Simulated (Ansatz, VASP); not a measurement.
Two plane-wave programs on GaSb

```
Ga Sb
1.0
     0.00000    3.21195    3.21195
     3.21195    0.00000    3.21195
     3.21195    3.21195    0.00000
Ga Sb
1 1
Direct
  0.00000 0.00000 0.00000
  0.75000 0.75000 0.75000
```

Change from the starting cell: strain +0.050 along x and y, +0.050 along z, atoms carried along.

Alike in both runs: task single point; functional r2SCAN; k mesh 10 × 10 × 10; occupations gaussian, width 0.05 eV; no spin polarisation.

|  | VASP | Ansatz |
| --- | --- | --- |
| version | VASP 6.6.1 | Ansatz 0.2.0 |
| potentials or method | VASP PAW PBE potentials, release 64 (Ga_d, Sb), cutoff 520 eV | scalar-relativistic, plane waves, PAW |
| valence electrons in the cell | 18 | 28 |

```csv
,VASP,Ansatz,Ansatz less VASP
gap on the k mesh at the Fermi level (eV),none,none,-
pressure (GPa),-5.3,-5.3,-0.04
```

VASP's potentials were made for PBE, not for r2SCAN. A gap of «none» marks a metal or a gap that the smearing closes. With one functional, cell and mesh, what is left measures potentials, basis and numerics. VASP's potentials hold 18 valence electrons a cell and Ansatz's 28, so a difference there can come from the potentials and not from the codes.

Spin-orbit coupling is off throughout.
